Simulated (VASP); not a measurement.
# InO5 (F-43m) in VASP: further runs

InO5 is run at these levels: PBE; tasks: single point.

Program: VASP 6.6.1. These are calculated values, not measurements. Logs are shortened: lines on timing, memory, paths and dates and some standing lists are left out, and cuts for length are marked.

**1. The cell of the first run**

It takes space group F-43m (No. 216, cubic). The conventional cell has a = 6.505 Å, b = 6.505 Å, c = 6.505 Å, α = 90.00°, β = 90.00°, γ = 90.00°. Within 3.6 Å of In (site symmetry -43m) lie 16 O at 2.70 to 2.82 Å. O (site symmetry 3m) has 9 O at 2.30 to 2.70 Å and 3 In at 2.70 Å within 3.0 Å. O (site symmetry -43m) has 12 O at 2.70 Å and 4 In at 2.82 Å within 3.6 Å.

**2. Single point, PBE**

Input file INCAR:

```
SYSTEM = InO5
PREC = Accurate
ENCUT = 520
EDIFF = 1E-7
ISMEAR = 0
SIGMA = 0.1
LREAL = .FALSE.
LASPH = .TRUE.
NELM = 60
ALGO = Normal
ISIF = 2
LWAVE = .FALSE.
LCHARG = .FALSE.
GGA = PE
NBANDS = 30
```

Input file KPOINTS:

```
Automatic mesh
0
G
  4 4 4
  0 0 0
```

Input file POSCAR:

```
InO5
1.0
    0.0000000000      3.2523264600      3.2523264600
    3.2523264600      0.0000000000      3.2523264600
    3.2523264600      3.2523264600      0.0000000000
In O
1 5
Direct
    0.0000000000      0.0000000000      0.0000000000
    0.3750000000      0.3750000000      0.8750000000
    0.3750000000      0.8750000000      0.3750000000
    0.8750000000      0.3750000000      0.3750000000
    0.3750000000      0.3750000000      0.3750000000
    0.7500000000      0.7500000000      0.7500000000
```

Potentials or basis: VASP PAW PBE potentials, release 64 (In_d, O).

On the command line:

```sh
$ cat potpaw_PBE.64/In_d/POTCAR potpaw_PBE.64/O/POTCAR > POTCAR
$ mpirun -np 1 vasp_std > vasp.out
```

OUTCAR:

```text
SYSTEM = InO5
   PREC = Accurate
   ENCUT = 520
   EDIFF = 1E-7
   ISMEAR = 0
   LREAL = .FALSE.
   LASPH = .TRUE.
   NELM = 60
   ISIF = 2
   GGA = PE

 ion  position               nearest neighbor table
   1  0.000  0.000  0.000-   3 2.70   4 2.70   2 2.70   4 2.70   2 2.70   3 2.70   4 2.70   2 2.70
                             5 2.70   3 2.70   5 2.70   5 2.70   6 2.82   6 2.82   6 2.82   6 2.82
   2  0.375  0.375  0.875-   1 2.70   1 2.70   1 2.70
   3  0.375  0.875  0.375-   1 2.70   1 2.70   1 2.70
   4  0.875  0.375  0.375-   1 2.70   1 2.70   1 2.70
   5  0.375  0.375  0.375-   1 2.70   1 2.70   1 2.70
   6  0.750  0.750  0.750-   1 2.82   1 2.82   1 2.82   1 2.82

  LATTYP: Found a face centered cubic cell.
 ALAT       =     6.5046529200

  Lattice vectors:

 A1 = (   0.0000000000,   3.2523264600,   3.2523264600)
 A2 = (   3.2523264600,   0.0000000000,   3.2523264600)
 A3 = (   3.2523264600,   3.2523264600,   0.0000000000)

Analysis of symmetry for initial positions (statically):
=====================================================================
 Subroutine PRICEL returns:
 Original cell was already a primitive cell.

 Routine SETGRP: Setting up the symmetry group for a
 face centered cubic supercell.

 Subroutine GETGRP returns: Found 24 space group operations
 (whereof 24 operations were pure point group operations)
 out of a pool of 48 trial point group operations.

The static configuration has the point symmetry T_d .

Analysis of symmetry for dynamics (positions and initial velocities):
=====================================================================
 Subroutine PRICEL returns:
 Original cell was already a primitive cell.

 Routine SETGRP: Setting up the symmetry group for a
 face centered cubic supercell.

 Subroutine GETGRP returns: Found 24 space group operations
 (whereof 24 operations were pure point group operations)
 out of a pool of 48 trial point group operations.

The dynamic configuration has the point symmetry T_d .

 Subroutine INISYM returns: Found 24 space group operations
 (whereof 24 operations are pure point group operations),
 and found     1 'primitive' translations

----------------------------------------------------------------------------------------

                                     Primitive cell

  volume of cell :      68.8038

  direct lattice vectors                    reciprocal lattice vectors
     0.000000000  3.252326460  3.252326460    -0.153736104  0.153736104  0.153736104
     3.252326460  0.000000000  3.252326460     0.153736104 -0.153736104  0.153736104
     3.252326460  3.252326460  0.000000000     0.153736104  0.153736104 -0.153736104

  length of vectors
     4.599484189  4.599484189  4.599484189     0.266278744  0.266278744  0.266278744

  position of ions in fractional coordinates (direct lattice)
     0.000000000  0.000000000  0.000000000
     0.375000000  0.375000000  0.875000000
     0.375000000  0.875000000  0.375000000
     0.875000000  0.375000000  0.375000000
     0.375000000  0.375000000  0.375000000
     0.750000000  0.750000000  0.750000000

  ion indices of the primitive-cell ions
   primitive index   ion index
                 1           1
                 2           2
                 3           3
                 4           4
                 5           5
                 6           6

----------------------------------------------------------------------------------------

 KPOINTS: Automatic mesh

Automatic generation of k-mesh.
 Grid dimensions read from file:
 generate k-points for:    4    4    4

 Generating k-lattice:

  Cartesian coordinates                     Fractional coordinates (reciprocal lattice)
    -0.038434026  0.038434026  0.038434026     0.250000000  0.000000000  0.000000000
     0.038434026 -0.038434026  0.038434026     0.000000000  0.250000000  0.000000000
     0.038434026  0.038434026 -0.038434026     0.000000000  0.000000000  0.250000000

  Length of vectors
     0.066569686  0.066569686  0.066569686

  Shift w.r.t. Gamma in fractional coordinates (k-lattice)
     0.000000000  0.000000000  0.000000000

 Subroutine IBZKPT returns following result:
 ===========================================

 Found      8 irreducible k-points:

 Following reciprocal coordinates:
            Coordinates               Weight
  0.000000  0.000000  0.000000      1.000000
  0.250000  0.000000  0.000000      8.000000
  0.500000  0.000000  0.000000      4.000000
  0.250000  0.250000  0.000000      6.000000
  0.500000  0.250000  0.000000     24.000000
 -0.250000  0.250000  0.000000     12.000000
  0.500000  0.500000  0.000000      3.000000
 -0.250000  0.500000  0.250000      6.000000
   k-points           NKPTS =      8   k-points in BZ     NKDIM =      8   number of bands    NBANDS=     30
   number of dos      NEDOS =    301   number of ions     NIONS =      6
   total plane-waves  NPLWV =  46656
   dimension x,y,z NGX =    36 NGY =   36 NGZ =   36
   dimension x,y,z NGXF=    72 NGYF=   72 NGZF=   72
   ions per type =               1   5
   NGX,Y,Z   is equivalent  to a cutoff of  13.01, 13.01, 13.01 a.u.
   NGXF,Y,Z  is equivalent  to a cutoff of  26.02, 26.02, 26.02 a.u.
 SYSTEM =  InO5
   PREC   = accura    normal or accurate (medium, high low for compatibility)
   ISTART =      0    job   : 0-new  1-cont  2-samecut
   ICHARG =      2    charge: 1-file 2-atom 10-const
   ISPIN  =      1    spin polarized calculation?
   LNONCOLLINEAR =      F non collinear calculations
   LSORBIT =      F    spin-orbit coupling
   LASPH  =      T    aspherical Exc in radial PAW
   ENCUT  =  520.0 eV  38.22 Ry    6.18 a.u.   8.55  8.55  8.55*2*pi/ulx,y,z
   NELM   =     60;   NELMIN=  2; NELMDL= -5     # of ELM steps
   EDIFF  = 0.1E-06   stopping-criterion for ELM
   LREAL  =      F    real-space projection
   EDIFFG = 0.1E-05   stopping-criterion for IOM
   NSW    =      0    number of steps for IOM
   IBRION =     -1    ionic relax: 0-MD 1-quasi-New 2-CG
   NFREE  =      0    steps in history (QN), initial steepest desc. (CG)
   ISIF   =      2    stress and relaxation
   ISYM   =      2    0-nonsym 1-usesym 2-fastsym
   POTIM  = 0.5000    time-step for ionic-motion
   TEBEG  =    0.0;   TEEND  =   0.0 temperature during run
   PSTRESS=    0.0 pullay stress
   NELECT =      43.0000    total number of electrons
   NUPDOWN=      -1.0000    fix difference up-down
   EMIN   =  10.00;   EMAX   =-10.00  energy-range for DOS
   EFERMI =   0.00;   METHOD = LEGACY
   ISMEAR =     0;   SIGMA  =   0.10  broadening in eV -4-tet -1-fermi 0-gaus
   EFERMI_NEDOS =   21; number of points for ismear=-14 and -15
   IALGO  =     38    algorithm
   IMIX   =      4    mixing-type and parameters
     AMIX     =   0.40;   BMIX     =  1.00
     AMIX_MAG =   1.60;   BMIX_MAG =  1.00
  volume/ion in A,a.u.               =      11.47        77.39
  Fermi-wavevector in a.u.,A,eV,Ry     =   1.399674  2.645000 26.654996  1.959087
  Thomas-Fermi vector in A             =   2.522710
   LORBIT       =      0    0 simple, 1 ext, 2 COOP (PROOUT), +10 PAW based schemes
   GGA     = PE    functional components
   LHFCALC =     F    Hartree Fock is set to
   AEXX    =    0.0000 exact exchange contribution
   IVDW    =     0    specifies the selected vdW correction
   LEPSILON=     F    determine dielectric tensor
   LRPA    =     F    only Hartree local field effects (RPA)
 non-spin polarized calculation
 Gauss-broadening in eV      SIGMA  =   0.10
  energy-cutoff  :      520.00
  volume of cell :       68.80
 maximum number of plane-waves:      1880
 NGX is ok and might be reduce to    36
   NGX = 17   NGY = 17   NGZ = 17

 number of electron      42.9999976 magnetization

 Free energy of the ion-electron system (eV)
  ---------------------------------------------------
  ext. energy  EPLUGINS =         0.00000000
  ---------------------------------------------------
  free energy    TOTEN  =       -19.47402263 eV

  energy without entropy =      -19.37291471  energy(sigma->0) =      -19.42346867

 E-fermi :   2.6674     XC(G=0): -11.0088

 val. band max:        2.6505934354   @ k =  -0.2500   0.2500   0.0000
 cond. band min:       2.6714794027   @ k =   0.2500   0.2500   0.0000
 fundamental gap:      0.0208859674
 Fermi energy:         2.6673667143

 k-point     1 :       0.0000    0.0000    0.0000
  band No.  band energies     occupation
      1     -16.1882      2.00000
      2     -13.1877      2.00000
      3     -13.1877      2.00000
      4     -13.1877      2.00000
      5     -12.7550      2.00000
      6     -10.8895      2.00000
[... 22 lines left out ...]
     29      10.6036      0.00000
     30      19.8996      0.00000

 k-point     2 :       0.2500    0.0000    0.0000
  band No.  band energies     occupation
      1     -15.9003      2.00000
      2     -13.6600      2.00000
      3     -13.2203      2.00000
      4     -13.2203      2.00000
      5     -12.7873      2.00000
      6     -10.8865      2.00000
[... 22 lines left out ...]
     29      10.9294      0.00000
     30      18.7252      0.00000

 k-point     3 :       0.5000    0.0000    0.0000
  band No.  band energies     occupation
      1     -15.4362      2.00000
      2     -14.2952      2.00000
      3     -13.2519      2.00000
      4     -13.2519      2.00000
      5     -12.8054      2.00000
      6     -10.8672      2.00000
[... 22 lines left out ...]
     29      11.3049      0.00000
     30      17.3892      0.00000

 k-point     4 :       0.2500    0.2500    0.0000
  band No.  band energies     occupation
      1     -15.7987      2.00000
      2     -13.7619      2.00000
      3     -13.2167      2.00000
      4     -13.2167      2.00000
      5     -12.8771      2.00000
      6     -10.8805      2.00000
[... 22 lines left out ...]
     29      10.8257      0.00000
     30      18.1859      0.00000

 k-point     5 :       0.5000    0.2500    0.0000
  band No.  band energies     occupation
      1     -15.2855      2.00000
      2     -14.3522      2.00000
      3     -13.4044      2.00000
      4     -13.2472      2.00000
      5     -12.8189      2.00000
      6     -10.8650      2.00000
[... 22 lines left out ...]
     29      11.2470      0.00000
     30      17.8119      0.00000

 k-point     6 :      -0.2500    0.2500    0.0000
  band No.  band energies     occupation
      1     -15.4900      2.00000
      2     -14.1167      2.00000
      3     -13.4169      2.00000
      4     -13.2501      2.00000
      5     -12.7582      2.00000
      6     -10.8820      2.00000
[... 22 lines left out ...]
     29      11.3610      0.00000
     30      18.1187      0.00000

 k-point     7 :       0.5000    0.5000    0.0000
  band No.  band energies     occupation
      1     -14.8911      2.00000
      2     -14.7756      2.00000
      3     -13.2420      2.00000
      4     -13.2420      2.00000
      5     -13.0252      2.00000
      6     -10.8714      2.00000
[... 22 lines left out ...]
     29      11.2120      0.00000
     30      17.7803      0.00000

 k-point     8 :      -0.2500    0.5000    0.2500
  band No.  band energies     occupation
      1     -14.8635      2.00000
      2     -14.7524      2.00000
      3     -13.4742      2.00000
      4     -13.2886      2.00000
      5     -12.8019      2.00000
      6     -10.8594      2.00000
[... 22 lines left out ...]
     29      11.4012      0.00000
     30      17.9474      0.00000

------------------------ aborting loop because EDIFF is reached ----------------------------------------

  FORCE on cell =-STRESS in cart. coord.  units (eV):
  Direction    XX          YY          ZZ          XY          YZ          ZX
  --------------------------------------------------------------------------------------
  -------------------------------------------------------------------------------------
  Total       -6.9510729     -6.9510729     -6.9510729     -0.0000000     -0.0000000      0.0000000
  in kB     -161.8639131   -161.8639131   -161.8639131     -0.0000000     -0.0000000      0.0000000
  external PRESSURE =    -161.8639131 kB  Pullay stress =       0.0000000 kB

 VOLUME and BASIS-vectors are now :
 -----------------------------------------------------------------------------
  energy-cutoff  :      520.00
  volume of cell :       68.80
      direct lattice vectors                 reciprocal lattice vectors
     0.000000000  3.252326460  3.252326460    -0.153736104  0.153736104  0.153736104
     3.252326460  0.000000000  3.252326460     0.153736104 -0.153736104  0.153736104
     3.252326460  3.252326460  0.000000000     0.153736104  0.153736104 -0.153736104

 POSITION                                       TOTAL-FORCE (eV/Angst)
 -----------------------------------------------------------------------------------
      0.00000      0.00000      0.00000        -0.000000     -0.000000     -0.000000
      4.06541      4.06541      2.43924        -0.027230     -0.027230      0.027230
      4.06541      2.43924      4.06541        -0.027230      0.027230     -0.027230
      2.43924      4.06541      4.06541         0.027230     -0.027230     -0.027230
      2.43924      2.43924      2.43924         0.027230      0.027230      0.027230
      4.87849      4.87849      4.87849        -0.000000     -0.000000     -0.000000
 -----------------------------------------------------------------------------------
    total drift:                               -0.000000     -0.000000     -0.000000

  FREE ENERGIE OF THE ION-ELECTRON SYSTEM (eV)
  ---------------------------------------------------
  free  energy   TOTEN  =       -19.4740226267 eV

  energy  without entropy=      -19.3729147138  energy(sigma->0) =      -19.42346867
```

Wall time 22 s (1 thread of Intel Xeon Platinum 8488C (Sapphire Rapids), shared host); peak memory 0.2 GiB.

Results:

| Quantity | Value |
| --- | --- |
| Free energy | -19.4740 eV |
| Pressure | -16.2 GPa |

Caveat: the k points lie up to 0.42 Å⁻¹ apart; spin-orbit coupling is left out, which moves the levels of the heavy elements; an odd number of electrons without spin polarisation forces a metal; a magnetic or distorted state may lie lower.

**3. Single point, PBE, collinear spin, ferromagnetic start**

This run uses another cell than the first one, of 9.94 Å³/atom, 0.867 times its volume.

Input file INCAR:

```
SYSTEM = InO5
PREC = Accurate
ENCUT = 520
EDIFF = 1E-6
ISMEAR = 0
SIGMA = 0.1
LREAL = .FALSE.
LASPH = .TRUE.
NELM = 150
ALGO = Normal
ISIF = 2
LWAVE = .FALSE.
LCHARG = .FALSE.
ISPIN = 2
MAGMOM = 0 1 1 1 1 1
LORBIT = 11
GGA = PE
NBANDS = 34
```

Input file KPOINTS:

```
regular mesh
0
G
  4 4 4
  0 0 0
```

Input file POSCAR:

```
InO5
1.0
    0.0000000000      3.1015064670      3.1015064670
    3.1015064670      0.0000000000      3.1015064670
    3.1015064670      3.1015064670      0.0000000000
In O
1 5
Direct
    0.0000000000      0.0000000000      0.0000000000
    0.3749652716      0.3749652716      0.8751041851
    0.3749652716      0.8751041851      0.3749652716
    0.8751041851      0.3749652716      0.3749652716
    0.3749652716      0.3749652716      0.3749652716
    0.7500000000      0.7500000000      0.7500000000
```

Potentials or basis: VASP PAW PBE potentials, release 64 (In_d, O).

On the command line:

```sh
$ cat potpaw_PBE.64/In_d/POTCAR potpaw_PBE.64/O/POTCAR > POTCAR
$ mpirun -np 1 vasp_std > vasp.out
```

OUTCAR:

```text
SYSTEM = InO5
   PREC = Accurate
   ENCUT = 520
   EDIFF = 1E-6
   ISMEAR = 0
   LREAL = .FALSE.
   LASPH = .TRUE.
   NELM = 150
   ISIF = 2
   ISPIN = 2
   LORBIT = 11
   GGA = PE

 ion  position               nearest neighbor table
   1  0.000  0.000  0.000-   2 2.57   3 2.57   4 2.57   5 2.57   5 2.57   5 2.57   2 2.57   4 2.57
                             4 2.57   2 2.57   3 2.57   3 2.57   6 2.69   6 2.69   6 2.69   6 2.69
   2  0.375  0.375  0.875-   1 2.57   1 2.57   1 2.57
   3  0.375  0.875  0.375-   1 2.57   1 2.57   1 2.57
   4  0.875  0.375  0.375-   1 2.57   1 2.57   1 2.57
   5  0.375  0.375  0.375-   1 2.57   1 2.57   1 2.57
   6  0.750  0.750  0.750-   1 2.69   1 2.69   1 2.69   1 2.69

  LATTYP: Found a face centered cubic cell.
 ALAT       =     6.2030129340

  Lattice vectors:

 A1 = (   0.0000000000,   3.1015064670,   3.1015064670)
[... 794 lines left out ...]
      3.87710      3.87710      2.32591        -0.002774     -0.002774      0.002774
      3.87710      2.32591      3.87710        -0.002774      0.002774     -0.002774
      2.32591      3.87710      3.87710         0.002774     -0.002774     -0.002774
      2.32591      2.32591      2.32591         0.002774      0.002774      0.002774
      4.65226      4.65226      4.65226        -0.000000     -0.000000     -0.000000
 -----------------------------------------------------------------------------------
    total drift:                                0.000001      0.000001      0.000000

  FREE ENERGIE OF THE ION-ELECTRON SYSTEM (eV)
  ---------------------------------------------------
  free  energy   TOTEN  =       -20.7785864509 eV

  energy  without entropy=      -20.7672103281  energy(sigma->0) =      -20.77289839

 total charge

# of ion       s       p       d       tot
------------------------------------------
    1        0.581   0.352   9.955  10.888
    2        1.646   3.043   0.000   4.689
    3        1.646   3.043   0.000   4.689
    4        1.646   3.043   0.000   4.689
    5        1.646   3.043   0.000   4.689
    6        1.620   3.096   0.000   4.716
--------------------------------------------------
tot          8.783  15.619   9.955  34.358

 magnetization (x)

# of ion       s       p       d       tot
------------------------------------------
    1       -0.081  -0.041   0.001  -0.122
    2        0.009   0.767   0.000   0.776
    3        0.009   0.767   0.000   0.776
    4        0.009   0.767   0.000   0.776
    5        0.009   0.767   0.000   0.776
    6        0.010   1.013   0.000   1.023
--------------------------------------------------
tot         -0.036   4.041   0.001   4.005
```

OSZICAR:

```text
N       E                     dE             d eps       ncg     rms          rms(c)
DAV:   1     0.423327377433E+03    0.42333E+03   -0.21132E+04  1136   0.157E+03
DAV:   2     0.241439451972E+02   -0.39918E+03   -0.37047E+03  1266   0.423E+02
[... 13 lines left out ...]
DAV:  16    -0.207785667891E+02   -0.43552E-03   -0.11151E-03  1408   0.175E-01    0.315E-02
DAV:  17    -0.207785846478E+02   -0.17859E-04   -0.99202E-05  1302   0.605E-02    0.125E-02
DAV:  18    -0.207785804886E+02    0.41592E-05   -0.10002E-05  1408   0.249E-02    0.200E-02
DAV:  19    -0.207785855938E+02   -0.51053E-05   -0.61468E-06   962   0.121E-02    0.100E-02
DAV:  20    -0.207785866929E+02   -0.10990E-05   -0.12266E-06   822   0.808E-03    0.458E-03
DAV:  21    -0.207785864509E+02    0.24195E-06   -0.68025E-07   640   0.469E-03
   1 F= -.20778586E+02 E0= -.20772898E+02  d E =-.113761E-01  mag=     4.5841
```

Wall time 49 s (1 thread of Intel Xeon Platinum 8488C (Sapphire Rapids), shared host); peak memory 0.24 GiB.

What came out:

- Free energy: -20.7786 eV
- Pressure: -0.2 GPa
- Largest force: 0.005 eV/Å
- Net moment: 4.58 μB per cell
- Site moments: In -0.12; O +0.78, +1.02 μB
- Valence electrons inside the program's atomic spheres: In 10.89; O 4.69, 4.72

Forces in eV/Å, atoms in the order of the input:
```
In   0.000  0.000  0.000
O   -0.003 -0.003  0.003
O   -0.003  0.003 -0.003
O    0.003 -0.003 -0.003
O    0.003  0.003  0.003
O    0.000  0.000  0.000
```

Caveat: the k points lie up to 0.44 Å⁻¹ apart; spin-orbit coupling is left out, which moves the levels of the heavy elements.

(Continued in part 2 of 2.)
